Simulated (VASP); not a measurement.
# Te (R-3m) in VASP: relaxation of cell and atoms with PBE

Aim: the relaxation of cell and atoms of Te with PBE.

All numbers are computed with VASP 6.6.1; they aren't measurements. Logs are shortened: lines on timing, memory, paths and dates and some standing lists are left out, and cuts for length are marked.

### Step 1. The cell of the first run

The structure is trigonal, space group R-3m (No. 166). Conventional cell: a = 3.767 Å, b = 3.767 Å, c = 9.982 Å, α = 90.00°, β = 90.00°, γ = 120.00°. Within 3.3 Å of Te (site symmetry 3m) lie 6 Te at 2.54 to 2.97 Å.

### Step 2. Relaxation of cell and atoms, PBE, target pressure 50 GPa, at which the enthalpy is minimised

Input file INCAR:

```
SYSTEM = Te
  ALGO = Normal
  EDIFF = 1E-6
  EDIFFG = -0.005
  ENCUT = 600
  GGA = PE
  IBRION = 2
  ISIF = 3
  ISMEAR = -1
  LASPH = .True.
  LCHARG = .False.
  LREAL = .False.
  LWAVE = .False.
  NELM = 100
  NSW = 60
  PREC = Accurate
  PSTRESS = 500.0
  SIGMA = 0.1
```

Input file KPOINTS:

```
k-points
0
Gamma
  12 12 12
  0 0 0
```

Input file POSCAR:

```
Te
1.0
    1.8834791475     -1.0874271928      3.3274798272
    0.0000000000      2.1748543856      3.3274798272
   -1.8834791475     -1.0874271928      3.3274798272
Te
2
Direct
    0.2320000000      0.2320000000      0.2320000000
   -0.2320000000     -0.2320000000     -0.2320000000
```

Potentials or basis: VASP PAW PBE potentials, release 64 (Te).

The run is started by

```console
cat potpaw_PBE.64/Te/POTCAR > POTCAR
mpirun -np 1 vasp_std > vasp.out
```

OUTCAR:

```text
SYSTEM = Te
   EDIFF = 1E-6
   EDIFFG = -0.005
   ENCUT = 600
   GGA = PE
   IBRION = 2
   ISIF = 3
   ISMEAR = -1
   LASPH = .True.
   LREAL = .False.
   NELM = 100
   NSW = 60
   PREC = Accurate
   PSTRESS = 500.0

 ion  position               nearest neighbor table
   1  0.232  0.232  0.232-   2 2.54   2 2.54   2 2.54   2 2.97   2 2.97   2 2.97
   2  0.768  0.768  0.768-   1 2.54   1 2.54   1 2.54   1 2.97   1 2.97   1 2.97

  LATTYP: Found a trigonal (rhomboedric) cell.
 ALAT       =     3.9751872407
 COS(alpha) =     0.5510102270

  Lattice vectors:

 A1 = (   1.8834791475,  -1.0874271928,   3.3274798272)
 A2 = (   0.0000000000,   2.1748543856,   3.3274798272)
 A3 = (  -1.8834791475,  -1.0874271928,   3.3274798272)

Analysis of symmetry for initial positions (statically):
=====================================================================
 Subroutine PRICEL returns:
 Original cell was already a primitive cell.

 Routine SETGRP: Setting up the symmetry group for a
 trigonal (rhombohedral) supercell.

 Subroutine GETGRP returns: Found 12 space group operations
 (whereof 12 operations were pure point group operations)
 out of a pool of 12 trial point group operations.

The static configuration has the point symmetry D_3d.

Analysis of symmetry for dynamics (positions and initial velocities):
=====================================================================
 Subroutine PRICEL returns:
 Original cell was already a primitive cell.

 Routine SETGRP: Setting up the symmetry group for a
 trigonal (rhombohedral) supercell.

 Subroutine GETGRP returns: Found 12 space group operations
 (whereof 12 operations were pure point group operations)
 out of a pool of 12 trial point group operations.

The dynamic configuration has the point symmetry D_3d.

 Subroutine INISYM returns: Found 12 space group operations
 (whereof 12 operations are pure point group operations),
 and found     1 'primitive' translations

----------------------------------------------------------------------------------------

                                     Primitive cell

  volume of cell :      40.8910

  direct lattice vectors                    reciprocal lattice vectors
     1.883479147 -1.087427193  3.327479827     0.265466172 -0.153266966  0.100175914
     0.000000000  2.174854386  3.327479827     0.000000000  0.306533932  0.100175914
    -1.883479147 -1.087427193  3.327479827    -0.265466172 -0.153266966  0.100175914

  length of vectors
     3.975187241  3.975187241  3.975187241     0.322487620  0.322487620  0.322487620

  position of ions in fractional coordinates (direct lattice)
     0.232000000  0.232000000  0.232000000
     0.768000000  0.768000000  0.768000000

  ion indices of the primitive-cell ions
   primitive index   ion index
                 1           1
                 2           2

----------------------------------------------------------------------------------------

 KPOINTS: k-points

Automatic generation of k-mesh.
 Grid dimensions read from file:
 generate k-points for:   12   12   12

 Generating k-lattice:

  Cartesian coordinates                     Fractional coordinates (reciprocal lattice)
     0.022122181 -0.012772247  0.008347993     0.083333333 -0.000000000 -0.000000000
     0.000000000  0.025544494  0.008347993    -0.000000000  0.083333333 -0.000000000
    -0.022122181 -0.012772247  0.008347993    -0.000000000 -0.000000000  0.083333333

  Length of vectors
     0.026873968  0.026873968  0.026873968

  Shift w.r.t. Gamma in fractional coordinates (k-lattice)
     0.000000000  0.000000000  0.000000000

 Subroutine IBZKPT returns following result:
 ===========================================

 Found    189 irreducible k-points:

 Following reciprocal coordinates:
            Coordinates               Weight
  0.000000  0.000000  0.000000      1.000000
  0.083333  0.000000 -0.000000      6.000000
  0.166667  0.000000  0.000000      6.000000
  0.250000 -0.000000 -0.000000      6.000000
  0.333333 -0.000000 -0.000000      6.000000
  0.416667  0.000000  0.000000      6.000000
[... 16 lines left out ...]
  0.500000  0.166667  0.000000     12.000000
 -0.416667  0.166667  0.000000     12.000000
 [... further k-points ...]
   k-points           NKPTS =    189   k-points in BZ     NKDIM =    189   number of bands    NBANDS=     10
   number of dos      NEDOS =    301   number of ions     NIONS =      2
   total plane-waves  NPLWV =  32768
   dimension x,y,z NGX =    32 NGY =   32 NGZ =   32
   dimension x,y,z NGXF=    64 NGYF=   64 NGZF=   64
   ions per type =               2
   NGX,Y,Z   is equivalent  to a cutoff of  13.38, 13.38, 13.38 a.u.
   NGXF,Y,Z  is equivalent  to a cutoff of  26.77, 26.77, 26.77 a.u.
 SYSTEM =  Te
   PREC   = accura    normal or accurate (medium, high low for compatibility)
   ISTART =      0    job   : 0-new  1-cont  2-samecut
   ICHARG =      2    charge: 1-file 2-atom 10-const
   ISPIN  =      1    spin polarized calculation?
   LNONCOLLINEAR =      F non collinear calculations
   LSORBIT =      F    spin-orbit coupling
   LASPH  =      T    aspherical Exc in radial PAW
   ENCUT  =  600.0 eV  44.10 Ry    6.64 a.u.   7.94  7.94  7.94*2*pi/ulx,y,z
   NELM   =    100;   NELMIN=  2; NELMDL= -5     # of ELM steps
   EDIFF  = 0.1E-05   stopping-criterion for ELM
   LREAL  =      F    real-space projection
   EDIFFG = -.5E-02   stopping-criterion for IOM
   NSW    =     60    number of steps for IOM
   IBRION =      2    ionic relax: 0-MD 1-quasi-New 2-CG
   NFREE  =      1    steps in history (QN), initial steepest desc. (CG)
   ISIF   =      3    stress and relaxation
   ISYM   =      2    0-nonsym 1-usesym 2-fastsym
   POTIM  = 0.5000    time-step for ionic-motion
   TEBEG  =    0.0;   TEEND  =   0.0 temperature during run
   PSTRESS=  500.0 pullay stress
   NELECT =      12.0000    total number of electrons
   NUPDOWN=      -1.0000    fix difference up-down
   EMIN   =  10.00;   EMAX   =-10.00  energy-range for DOS
   EFERMI =   0.00;   METHOD = LEGACY
   ISMEAR =    -1;   SIGMA  =   0.10  broadening in eV -4-tet -1-fermi 0-gaus
   EFERMI_NEDOS =   21; number of points for ismear=-14 and -15
   IALGO  =     38    algorithm
   IMIX   =      4    mixing-type and parameters
     AMIX     =   0.40;   BMIX     =  1.00
     AMIX_MAG =   1.60;   BMIX_MAG =  1.00
  volume/ion in A,a.u.               =      20.45       137.97
  Fermi-wavevector in a.u.,A,eV,Ry     =   1.087909  2.055850 16.103129  1.183547
  Thomas-Fermi vector in A             =   2.224079
   LORBIT       =      0    0 simple, 1 ext, 2 COOP (PROOUT), +10 PAW based schemes
   GGA     = PE    functional components
   LHFCALC =     F    Hartree Fock is set to
   AEXX    =    0.0000 exact exchange contribution
   IVDW    =     0    specifies the selected vdW correction
   LEPSILON=     F    determine dielectric tensor
   LRPA    =     F    only Hartree local field effects (RPA)
 conjugate gradient relaxation of ions
 non-spin polarized calculation
  energy-cutoff  :      600.00
  volume of cell :       40.89
 maximum number of plane-waves:      1394
   NGX = 15   NGY = 15   NGZ = 15

--------------------------------------- Ionic step        1  -------------------------------------------

 number of electron      12.0000000 magnetization

 Free energy of the ion-electron system (eV)
  ---------------------------------------------------
  ext. energy  EPLUGINS =         0.00000000
  ---------------------------------------------------
  free energy    TOTEN  =        -1.56758517 eV

  energy without entropy =       -1.52697437  energy(sigma->0) =       -1.54727977

------------------------ aborting loop because EDIFF is reached ----------------------------------------

  FORCE on cell =-STRESS in cart. coord.  units (eV):
  Direction    XX          YY          ZZ          XY          YZ          ZX
  --------------------------------------------------------------------------------------
  -------------------------------------------------------------------------------------
  Total       19.6918041     19.6918041     16.8881779      0.0000000      0.0000000      0.0000000
  in kB      771.5576866    771.5576866    661.7069406      0.0000000      0.0000000      0.0000000
  external PRESSURE =     234.9407713 kB  Pullay stress =     500.0000000 kB
[... 23 lines left out ...]
  enthalpy is  TOTEN    =        11.1934853583 eV   P V=       12.7610705285

--------------------------------------- Ionic step        2  -------------------------------------------

 number of electron      12.0000000 magnetization

 E-fermi :   7.4045     XC(G=0):  -9.5593

 val. band max:        7.4021072999   @ k =  -0.2500  -0.4167   0.1667
 cond. band min:       7.4166297743   @ k =   0.4167   0.3333   0.1667
 fundamental gap:      0.0145224744
 Fermi energy:         7.4044555720

 k-point     1 :       0.0000    0.0000    0.0000
  band No.  band energies     occupation
      1      -6.9125      2.00000
      2      -0.6995      2.00000
      3       4.0364      2.00000
      4       4.0364      2.00000
      5       4.1712      2.00000
      6       8.1507      0.00115
      7       8.4817      0.00004
      8       8.4817      0.00004
      9      11.7353      0.00000
     10      11.7353      0.00000
[... 366 lines left out ...]
  FREE ENERGIE OF THE ION-ELECTRON SYSTEM (eV)
  ---------------------------------------------------
  free  energy   TOTEN  =        -4.6327177937 eV

  energy  without entropy=       -4.5993675678  energy(sigma->0) =       -4.61604268

  enthalpy is  TOTEN    =        10.0961642538 eV   P V=       14.7288820475

[... ionic steps 4 to 35 ...]

--------------------------------------- Ionic step       36  -------------------------------------------

 number of electron      11.9999999 magnetization

------------------------ aborting loop because EDIFF is reached ----------------------------------------

  FORCE on cell =-STRESS in cart. coord.  units (eV):
  Direction    XX          YY          ZZ          XY          YZ          ZX
  --------------------------------------------------------------------------------------
  -------------------------------------------------------------------------------------
  Total       12.0917800     12.0917799     12.0914602      0.0000000     -0.0000000      0.0000000
  in kB      500.8752228    500.8752196    500.8619749      0.0000000     -0.0000000      0.0000000
  external PRESSURE =       0.8708057 kB  Pullay stress =     500.0000000 kB
[... 61 lines left out ...]
  enthalpy is  TOTEN    =         8.5382851869 eV   P V=       12.0739030683

--------------------------------------- Ionic step       38  -------------------------------------------

 number of electron      11.9999999 magnetization

 Free energy of the ion-electron system (eV)
  ---------------------------------------------------
  ext. energy  EPLUGINS =         0.00000000
  ---------------------------------------------------
  free energy    TOTEN  =        -3.53684094 eV

  energy without entropy =       -3.49429778  energy(sigma->0) =       -3.51556936

 E-fermi :  14.1599     XC(G=0): -11.8904

 val. band max:       14.1538360027   @ k =  -0.3333   0.4167   0.3333
 cond. band min:      14.1629161296   @ k =  -0.3333  -0.4167   0.2500
 fundamental gap:      0.0090801268
 Fermi energy:        14.1598757399

 k-point     1 :       0.0000    0.0000    0.0000
  band No.  band energies     occupation
      1      -3.5435      2.00000
      2       1.6120      2.00000
      3       4.7726      2.00000
      4      17.3553      0.00000
      5      17.3553      0.00000
      6      19.5765      0.00000
      7      19.7159      0.00000
      8      19.7159      0.00000
      9      23.1549      0.00000
     10      23.3254      0.00000
[... 328 lines left out ...]
  FREE ENERGIE OF THE ION-ELECTRON SYSTEM (eV)
  ---------------------------------------------------
  free  energy   TOTEN  =        -3.5368409445 eV

  energy  without entropy=       -3.4942977754  energy(sigma->0) =       -3.51556936

  enthalpy is  TOTEN    =         8.5382865838 eV   P V=       12.0751275283

 reached required accuracy - stopping structural energy minimisation
```

It took 12 min on 1 thread of AMD EPYC 9R45 (Zen 5), shared host; peak memory 0.23 GiB.

Results:

- Free energy: -3.5368 eV
- Relaxed volume: 19.35 Å³/atom
- Relaxed cell: a = 5.233 Å, b = 5.233 Å, c = 5.233 Å, α = 33.41°, β = 33.41°, γ = 33.41°
- Space group after relaxing (to 0.05 Å): Fm-3m (No. 225)
- Energy change on relaxing (the enthalpy is what falls): -984.6 meV/atom
- Ionic steps: 38
- Pressure after relaxing: 50.0 GPa
- Band gap on the k mesh: zero (band 6 reaches 19.58 eV, above the bottom of band 7 at 10.44 eV)

The path:
| step | energy change (eV) | largest force (eV/Å) | pressure (GPa) | volume (Å³) |
| --- | --- | --- | --- | --- |
| 1 | 0.0000 | 6.3606 | 73.49 | 40.89 |
| 2 | -4.3617 | 1.6238 | 5.92 | 61.25 |
| 3 | -3.0651 | 1.7765 | 35.86 | 47.20 |
| 4 | -2.8693 | 2.1506 | 38.74 | 46.53 |
| 5 | -1.0077 | 2.8513 | 67.99 | 40.86 |
| 6 | -2.2580 | 0.1335 | 50.37 | 43.74 |
| 7 | -2.2398 | 0.0799 | 50.67 | 43.68 |
| 8 | -2.3449 | 0.2427 | 49.17 | 43.89 |
| 9 | -2.6358 | 1.3517 | 44.39 | 44.37 |
| 10 | -2.8625 | 3.0579 | 36.92 | 44.67 |
| 11 | -2.8650 | 3.0569 | 36.84 | 44.67 |
| 12 | -2.8721 | 3.0529 | 36.59 | 44.67 |
| 13 | -2.8851 | 3.0401 | 36.14 | 44.68 |
| 14 | -2.9046 | 2.9919 | 35.35 | 44.67 |
| 15 | -2.9213 | 2.8154 | 34.03 | 44.61 |
| 16 | -2.8530 | 2.6262 | 32.71 | 44.29 |
| 17 | -2.8993 | 2.6520 | 33.15 | 44.47 |
| 18 | -2.8593 | 2.6475 | 33.89 | 44.22 |
| 19 | -2.7333 | 2.6473 | 36.21 | 43.48 |
| 20 | -2.4521 | 2.6269 | 41.40 | 42.02 |
| 21 | -1.7529 | 2.6398 | 54.45 | 39.14 |
| 22 | -1.4427 | 2.6760 | 60.37 | 38.11 |
| 23 | -1.5410 | 2.1070 | 58.52 | 38.06 |
| 24 | -1.6706 | 0.5683 | 56.16 | 37.87 |
| 25 | -1.6596 | 0.0712 | 56.36 | 37.77 |
| 26 | -1.6512 | 0.0684 | 56.52 | 37.74 |
| 27 | -1.9229 | 0.0111 | 50.94 | 38.55 |
| 28 | -1.9663 | 0.0231 | 50.06 | 38.69 |
| 29 | -1.9603 | 0.0214 | 50.16 | 38.67 |
| 30 | -1.9609 | 0.0154 | 50.16 | 38.67 |
| 31 | -1.9624 | 0.0030 | 50.12 | 38.67 |
| 32 | -1.9638 | 0.0407 | 50.10 | 38.68 |
| 33 | -1.9638 | 0.0423 | 50.10 | 38.68 |
| 34 | -1.9757 | 0.0185 | 49.85 | 38.71 |
| 35 | -1.9769 | 0.0161 | 49.84 | 38.72 |
| 36 | -1.9648 | 0.0071 | 50.09 | 38.68 |
| 37 | -1.9680 | 0.0007 | 50.05 | 38.69 |
| 38 | -1.9693 | 0.0016 | 50.01 | 38.69 |

Final structure:
```
CELL_PARAMETERS angstrom
1.50417 -0.86843 4.93684
0.00000 1.73686 4.93684
-1.50417 -0.86843 4.93684
ATOMIC_POSITIONS crystal
Te 0.25000 0.25000 0.25000
Te 0.75000 0.75000 0.75000
```

Caveat: the cell is relaxed towards a set pressure, so the enthalpy falls and the energy may rise; spin-orbit coupling is left out, which moves the levels of the heavy elements.
